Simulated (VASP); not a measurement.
# Ba3CrP4 (P-43m) in VASP: notebook

The runs below take Ba3CrP4 through single point, with PBE.

Everything below comes from runs of VASP 6.6.1. Logs are shortened: lines on timing, memory, paths and dates and some standing lists are left out, and cuts for length are marked.

## 1. The cell of the first run

It takes space group P-43m (No. 215, cubic). Conventional cell: a = 7.637 Å, b = 7.637 Å, c = 7.637 Å, α = 90.00°, β = 90.00°, γ = 90.00°. Within 4.1 Å of Ba (site symmetry -42m) lie 4 P at 3.12 Å and 2 Cr at 3.82 Å. Within 2.9 Å of Cr (site symmetry -43m) lie 4 P at 2.19 Å. P (site symmetry 3m) has 1 Cr at 2.19 Å within 2.9 Å.

## 2. Single point, PBE

Input file INCAR:

```
SYSTEM = Ba3CrP4
PREC = Accurate
ENCUT = 520
EDIFF = 1E-6
ISMEAR = 0
SIGMA = 0.02
LREAL = .False.
LASPH = .True.
NELM = 80
ALGO = Normal
ISIF = 2
LWAVE = .False.
LCHARG = .False.
GGA = PE
NBANDS = 41
```

Input file KPOINTS:

```
Automatic mesh
0
Gamma
  4 4 4
  0 0 0
```

Input file POSCAR:

```
Ba3CrP4
1.0
    7.6373886265      0.0000000000      0.0000000000
    0.0000000000      7.6373886265      0.0000000000
    0.0000000000      0.0000000000      7.6373886265
Ba Cr P
3 1 4
Direct
    0.5000000000      0.0000000000      0.0000000000
    0.0000000000      0.5000000000      0.0000000000
    0.0000000000      0.0000000000      0.5000000000
    0.0000000000      0.0000000000      0.0000000000
    0.1654145396      0.1654145396      0.1654145396
    0.1654145396      0.8345854604      0.8345854604
    0.8345854604      0.8345854604      0.1654145396
    0.8345854604      0.1654145396      0.8345854604
```

Potentials or basis: VASP PAW PBE potentials, release 64 (Ba_sv, Cr_pv, P).

On the command line:

```
$ cat potpaw_PBE.64/Ba_sv/POTCAR potpaw_PBE.64/Cr_pv/POTCAR potpaw_PBE.64/P/POTCAR > POTCAR
$ mpirun -np 1 vasp_std > vasp.out
```

OUTCAR:

```text
SYSTEM = Ba3CrP4
   PREC = Accurate
   ENCUT = 520
   EDIFF = 1E-6
   ISMEAR = 0
   LREAL = .False.
   LASPH = .True.
   NELM = 80
   ISIF = 2
   GGA = PE

 ion  position               nearest neighbor table
   1  0.500  0.000  0.000-   5 3.12   6 3.12   7 3.12   8 3.12   4 3.82   4 3.82
   2  0.000  0.500  0.000-   5 3.12   6 3.12   7 3.12   8 3.12   4 3.82   4 3.82
   3  0.000  0.000  0.500-   5 3.12   6 3.12   7 3.12   8 3.12   4 3.82   4 3.82
   4  0.000  0.000  0.000-   5 2.19   6 2.19   7 2.19   8 2.19   2 3.82   3 3.82   1 3.82   3 3.82
                             2 3.82   1 3.82
   5  0.165  0.165  0.165-   4 2.19   2 3.12   3 3.12   1 3.12
   6  0.165  0.835  0.835-   4 2.19   2 3.12   3 3.12   1 3.12
   7  0.835  0.835  0.165-   4 2.19   2 3.12   3 3.12   1 3.12
   8  0.835  0.165  0.835-   4 2.19   2 3.12   3 3.12   1 3.12

  LATTYP: Found a simple cubic cell.
 ALAT       =     7.6373886265

  Lattice vectors:

 A1 = (   7.6373886265,   0.0000000000,   0.0000000000)
 A2 = (   0.0000000000,   7.6373886265,   0.0000000000)
 A3 = (   0.0000000000,   0.0000000000,   7.6373886265)

Analysis of symmetry for initial positions (statically):
=====================================================================
 Subroutine PRICEL returns:
 Original cell was already a primitive cell.

 Routine SETGRP: Setting up the symmetry group for a
 simple cubic supercell.

 Subroutine GETGRP returns: Found 24 space group operations
 (whereof 24 operations were pure point group operations)
 out of a pool of 48 trial point group operations.

The static configuration has the point symmetry T_d .

Analysis of symmetry for dynamics (positions and initial velocities):
=====================================================================
 Subroutine PRICEL returns:
 Original cell was already a primitive cell.

 Routine SETGRP: Setting up the symmetry group for a
 simple cubic supercell.

 Subroutine GETGRP returns: Found 24 space group operations
 (whereof 24 operations were pure point group operations)
 out of a pool of 48 trial point group operations.

The dynamic configuration has the point symmetry T_d .

 Subroutine INISYM returns: Found 24 space group operations
 (whereof 24 operations are pure point group operations),
 and found     1 'primitive' translations

----------------------------------------------------------------------------------------

                                     Primitive cell

  volume of cell :     445.4866

  direct lattice vectors                    reciprocal lattice vectors
     7.637388626  0.000000000  0.000000000     0.130934806  0.000000000  0.000000000
     0.000000000  7.637388626  0.000000000     0.000000000  0.130934806  0.000000000
     0.000000000  0.000000000  7.637388626     0.000000000  0.000000000  0.130934806

  length of vectors
     7.637388626  7.637388626  7.637388626     0.130934806  0.130934806  0.130934806

  position of ions in fractional coordinates (direct lattice)
     0.500000000  0.000000000  0.000000000
     0.000000000  0.500000000  0.000000000
     0.000000000  0.000000000  0.500000000
     0.000000000  0.000000000  0.000000000
     0.165414540  0.165414540  0.165414540
     0.165414540  0.834585460  0.834585460
     0.834585460  0.834585460  0.165414540
     0.834585460  0.165414540  0.834585460

  ion indices of the primitive-cell ions
   primitive index   ion index
                 1           1
                 2           2
                 3           3
                 4           4
                 5           5
                 6           6
                 7           7
                 8           8

----------------------------------------------------------------------------------------

 KPOINTS: Automatic mesh

Automatic generation of k-mesh.
 Grid dimensions read from file:
 generate k-points for:    4    4    4

 Generating k-lattice:

  Cartesian coordinates                     Fractional coordinates (reciprocal lattice)
     0.032733702  0.000000000  0.000000000     0.250000000  0.000000000  0.000000000
     0.000000000  0.032733702  0.000000000     0.000000000  0.250000000  0.000000000
     0.000000000  0.000000000  0.032733702     0.000000000  0.000000000  0.250000000

  Length of vectors
     0.032733702  0.032733702  0.032733702

  Shift w.r.t. Gamma in fractional coordinates (k-lattice)
     0.000000000  0.000000000  0.000000000

 Subroutine IBZKPT returns following result:
 ===========================================

 Found     10 irreducible k-points:

 Following reciprocal coordinates:
            Coordinates               Weight
  0.000000  0.000000  0.000000      1.000000
  0.250000  0.000000  0.000000      6.000000
  0.500000  0.000000  0.000000      3.000000
  0.250000  0.250000  0.000000     12.000000
  0.500000  0.250000  0.000000     12.000000
  0.500000  0.500000  0.000000      3.000000
  0.250000  0.250000  0.250000      8.000000
  0.500000  0.250000  0.250000     12.000000
  0.500000  0.500000  0.250000      6.000000
  0.500000  0.500000  0.500000      1.000000
   k-points           NKPTS =     10   k-points in BZ     NKDIM =     10   number of bands    NBANDS=     41
   number of dos      NEDOS =    301   number of ions     NIONS =      8
   total plane-waves  NPLWV = 216000
   dimension x,y,z NGX =    60 NGY =   60 NGZ =   60
   dimension x,y,z NGXF=   120 NGYF=  120 NGZF=  120
   ions per type =               3   1   4
   NGX,Y,Z   is equivalent  to a cutoff of  13.06, 13.06, 13.06 a.u.
   NGXF,Y,Z  is equivalent  to a cutoff of  26.12, 26.12, 26.12 a.u.
 SYSTEM =  Ba3CrP4
   PREC   = accura    normal or accurate (medium, high low for compatibility)
   ISTART =      0    job   : 0-new  1-cont  2-samecut
   ICHARG =      2    charge: 1-file 2-atom 10-const
   ISPIN  =      1    spin polarized calculation?
   LNONCOLLINEAR =      F non collinear calculations
   LSORBIT =      F    spin-orbit coupling
   LASPH  =      T    aspherical Exc in radial PAW
   ENCUT  =  520.0 eV  38.22 Ry    6.18 a.u.  14.20 14.20 14.20*2*pi/ulx,y,z
   NELM   =     80;   NELMIN=  2; NELMDL= -5     # of ELM steps
   EDIFF  = 0.1E-05   stopping-criterion for ELM
   LREAL  =      F    real-space projection
   EDIFFG = 0.1E-04   stopping-criterion for IOM
   NSW    =      0    number of steps for IOM
   IBRION =     -1    ionic relax: 0-MD 1-quasi-New 2-CG
   NFREE  =      0    steps in history (QN), initial steepest desc. (CG)
   ISIF   =      2    stress and relaxation
   ISYM   =      2    0-nonsym 1-usesym 2-fastsym
   POTIM  = 0.5000    time-step for ionic-motion
   TEBEG  =    0.0;   TEEND  =   0.0 temperature during run
   PSTRESS=    0.0 pullay stress
   NELECT =      62.0000    total number of electrons
   NUPDOWN=      -1.0000    fix difference up-down
   EMIN   =  10.00;   EMAX   =-10.00  energy-range for DOS
   EFERMI =   0.00;   METHOD = LEGACY
   ISMEAR =     0;   SIGMA  =   0.02  broadening in eV -4-tet -1-fermi 0-gaus
   EFERMI_NEDOS =   21; number of points for ismear=-14 and -15
   IALGO  =     38    algorithm
   IMIX   =      4    mixing-type and parameters
     AMIX     =   0.40;   BMIX     =  1.00
     AMIX_MAG =   1.60;   BMIX_MAG =  1.00
  volume/ion in A,a.u.               =      55.69       375.79
  Fermi-wavevector in a.u.,A,eV,Ry     =   0.848387  1.603218  9.792929  0.719760
  Thomas-Fermi vector in A             =   1.964042
   LORBIT       =      0    0 simple, 1 ext, 2 COOP (PROOUT), +10 PAW based schemes
   GGA     = PE    functional components
   LHFCALC =     F    Hartree Fock is set to
   AEXX    =    0.0000 exact exchange contribution
   IVDW    =     0    specifies the selected vdW correction
   LEPSILON=     F    determine dielectric tensor
   LRPA    =     F    only Hartree local field effects (RPA)
 non-spin polarized calculation
 Gauss-broadening in eV      SIGMA  =   0.02
  energy-cutoff  :      520.00
  volume of cell :      445.49
 maximum number of plane-waves:     12032
 NGX is ok and might be reduce to    60
   NGX = 29   NGY = 29   NGZ = 29

 number of electron      61.9999988 magnetization

 Free energy of the ion-electron system (eV)
  ---------------------------------------------------
  ext. energy  EPLUGINS =         0.00000000
  ---------------------------------------------------
  free energy    TOTEN  =       -41.42901273 eV

  energy without entropy =      -41.42901273  energy(sigma->0) =      -41.42901273

 E-fermi :   0.2602     XC(G=0):  -5.7710

 val. band max:        0.0443078852   @ k =   0.0000   0.0000   0.0000
 cond. band min:       0.8131948762   @ k =   0.0000   0.0000   0.0000
 fundamental gap:      0.7688869909
 Fermi energy:         0.2601590068

 k-point     1 :       0.0000    0.0000    0.0000
  band No.  band energies     occupation
      1     -42.7592      2.00000
      2     -42.7592      2.00000
      3     -42.7592      2.00000
      4     -27.4989      2.00000
      5     -27.4937      2.00000
      6     -27.4937      2.00000
[... 33 lines left out ...]
     40       3.2177      0.00000
     41       3.2177      0.00000

 k-point     2 :       0.2500    0.0000    0.0000
  band No.  band energies     occupation
      1     -42.7592      2.00000
      2     -42.7592      2.00000
      3     -42.7592      2.00000
      4     -27.4982      2.00000
      5     -27.4944      2.00000
      6     -27.4937      2.00000
[... 33 lines left out ...]
     40       3.1105      0.00000
     41       3.2697      0.00000

 k-point     3 :       0.5000    0.0000    0.0000
  band No.  band energies     occupation
      1     -42.7592      2.00000
      2     -42.7592      2.00000
      3     -42.7592      2.00000
      4     -27.4972      2.00000
      5     -27.4954      2.00000
      6     -27.4937      2.00000
[... 259 lines left out ...]
      2     -42.7592      2.00000
      3     -42.7592      2.00000
      4     -27.4954      2.00000
      5     -27.4954      2.00000
      6     -27.4954      2.00000
[... 33 lines left out ...]
     40       3.1630      0.00000
     41       3.5302      0.00000

 k-point    10 :       0.5000    0.5000    0.5000
  band No.  band energies     occupation
      1     -42.7592      2.00000
      2     -42.7592      2.00000
      3     -42.7592      2.00000
      4     -27.4954      2.00000
      5     -27.4954      2.00000
      6     -27.4954      2.00000
[... 33 lines left out ...]
     40       2.8211      0.00000
     41       3.7084      0.00000

------------------------ aborting loop because EDIFF is reached ----------------------------------------

  FORCE on cell =-STRESS in cart. coord.  units (eV):
  Direction    XX          YY          ZZ          XY          YZ          ZX
  --------------------------------------------------------------------------------------
  -------------------------------------------------------------------------------------
  Total        0.6422658      0.6422658      0.6422658      0.0000000     -0.0000000      0.0000000
  in kB        2.3098870      2.3098870      2.3098870      0.0000000     -0.0000000      0.0000000
  external PRESSURE =       2.3098870 kB  Pullay stress =       0.0000000 kB

 VOLUME and BASIS-vectors are now :
 -----------------------------------------------------------------------------
  energy-cutoff  :      520.00
  volume of cell :      445.49
      direct lattice vectors                 reciprocal lattice vectors
     7.637388626  0.000000000  0.000000000     0.130934806  0.000000000  0.000000000
     0.000000000  7.637388626  0.000000000     0.000000000  0.130934806  0.000000000
     0.000000000  0.000000000  7.637388626     0.000000000  0.000000000  0.130934806

 POSITION                                       TOTAL-FORCE (eV/Angst)
 -----------------------------------------------------------------------------------
      3.81869      0.00000      0.00000        -0.000000      0.000000     -0.000000
      0.00000      3.81869      0.00000        -0.000000      0.000000     -0.000000
      0.00000      0.00000      3.81869        -0.000000      0.000000     -0.000000
      0.00000      0.00000      0.00000        -0.000000      0.000000     -0.000000
      1.26334      1.26334      1.26334         0.018442      0.018442      0.018442
      1.26334      6.37405      6.37405         0.018442     -0.018442     -0.018442
      6.37405      6.37405      1.26334        -0.018442     -0.018442      0.018442
      6.37405      1.26334      6.37405        -0.018442      0.018442     -0.018442
 -----------------------------------------------------------------------------------
    total drift:                               -0.000000     -0.000000     -0.000000

  FREE ENERGIE OF THE ION-ELECTRON SYSTEM (eV)
  ---------------------------------------------------
  free  energy   TOTEN  =       -41.4290127327 eV

  energy  without entropy=      -41.4290127327  energy(sigma->0) =      -41.42901273
```

It took 7.8 min on 1 thread of Intel Xeon Platinum 8259CL at 2.50GHz (Skylake/Cascade Lake), shared host; peak memory 0.56 GiB.

What came out:

```yaml
Free_energy: -41.4290 eV
Pressure: 0.2 GPa
Largest_force: 0.032 eV/Å
Band_gap_on_the_k_mesh: 0.77 eV
```

Forces in eV/Å, atoms in the order of the input:
```
Ba   0.000  0.000  0.000
Ba   0.000  0.000  0.000
Ba   0.000  0.000  0.000
Cr   0.000  0.000  0.000
P    0.018  0.018  0.018
P    0.018 -0.018 -0.018
P   -0.018 -0.018  0.018
P   -0.018  0.018 -0.018
```

Caveat: semilocal functionals underestimate gaps, and a narrow one can read as zero; spin-orbit coupling is left out, which moves the levels of the heavy elements. A k mesh can miss the band edges.

## 3. Single point, PBE, collinear spin, ferromagnetic start

This run uses another cell than the first one, of 27.82 Å³/atom.

Input file INCAR:

```
SYSTEM = Ba3CrP4
PREC = Accurate
ENCUT = 520
EDIFF = 1E-6
ISMEAR = 0
SIGMA = 0.1
LREAL = .False.
LASPH = .True.
NELM = 150
ALGO = Normal
ISIF = 2
LWAVE = .False.
LCHARG = .False.
ISPIN = 2
MAGMOM = 0 0 0 3 0 0 0 0
LORBIT = 11
LMAXMIX = 4
GGA = PE
NBANDS = 45
```

Input file KPOINTS:

```
regular mesh
0
Gamma
  4 4 4
  0 0 0
```

Input file POSCAR:

```
Ba3CrP4
1.0
    6.0599896190      0.0000000000      0.0000000000
    0.0000000000      6.0599896190      0.0000000000
    0.0000000000      0.0000000000      6.0599896190
Ba Cr P
3 1 4
Direct
    0.5000000000      0.0000000000      0.0000000000
    0.0000000000      0.5000000000      0.0000000000
    0.0000000000      0.0000000000      0.5000000000
    0.0000000000      0.0000000000      0.0000000000
    0.2350000000      0.2350000000      0.2350000000
    0.2350000000      0.7650000000      0.7650000000
    0.7650000000      0.7650000000      0.2350000000
    0.7650000000      0.2350000000      0.7650000000
```

Potentials or basis: VASP PAW PBE potentials, release 64 (Ba_sv, Cr_pv, P).

On the command line:

```
$ cat potpaw_PBE.64/Ba_sv/POTCAR potpaw_PBE.64/Cr_pv/POTCAR potpaw_PBE.64/P/POTCAR > POTCAR
$ mpirun -np 1 vasp_std > vasp.out
```

Wall time 6.6 min (1 thread of Intel Xeon Platinum 8259CL at 2.50GHz (Skylake/Cascade Lake), shared host); peak memory 0.48 GiB.

The run converged. Its results:

```
Free energy                                           : -26.9091 eV
Pressure                                              : 25.9 GPa
Largest force                                         : 1.432 eV/Å
Net moment                                            : 2.66 μB per cell
Site moments                                          : Ba +0.02; Cr +2.80; P -0.08 μB
Valence electrons inside the program's atomic spheres : Ba 8.59; Cr 10.77; P 2.61
```

Forces on the atoms (eV/Å):
```
Ba   0.000  0.000  0.000
Ba   0.000  0.000  0.000
Ba   0.000  0.000  0.000
Cr   0.000  0.000  0.000
P    0.827  0.827  0.827
P    0.827 -0.827 -0.827
P   -0.827 -0.827  0.827
P   -0.827  0.827 -0.827
```

Levels at points of the mesh, in eV from the Fermi level:
Spin up:
```csv
k point,band 30,band 31,band 32,band 33,band 34,band 35,band 36,band 37
"(0.00, 0.00, 0.00)",-0.47,0.69,0.69,0.69,0.70,0.70,0.70,2.51
"(0.50, 0.00, 0.00)",-0.50,-0.44,-0.12,-0.02,-0.02,0.76,0.76,2.75
"(0.50, 0.50, 0.00)",-0.68,-0.63,-0.52,-0.47,0.14,0.17,0.17,3.45
"(0.50, 0.50, 0.50)",-1.30,-1.30,-0.27,-0.27,0.42,0.42,0.42,3.58
```
Spin down:
| k point | band 27 | band 28 | band 29 | band 30 | band 31 | band 32 |
| --- | --- | --- | --- | --- | --- | --- |
| (0.00, 0.00, 0.00) | -0.32 | -0.32 | 0.38 | 0.38 | 0.61 | 0.61 |
| (0.50, 0.00, 0.00) | -0.85 | -0.85 | -0.55 | 0.33 | 0.33 | 0.73 |
| (0.50, 0.50, 0.00) | -0.70 | -0.70 | -0.66 | -0.58 | -0.01 | 0.72 |
| (0.50, 0.50, 0.50) | -0.68 | -0.68 | -0.68 | -0.37 | -0.37 | 1.19 |

Caveat: the cell stands under pressure; spin-orbit coupling is left out, which moves the levels of the heavy elements; a cell with one magnetic atom can't hold antiferromagnetic order, which such compounds often take; forces of over 1 eV/Å act on the atoms, so gaps and moduli don't describe the material at rest.

The gap in the log of VASP goes by the Fermi energy; the results here count the filled bands.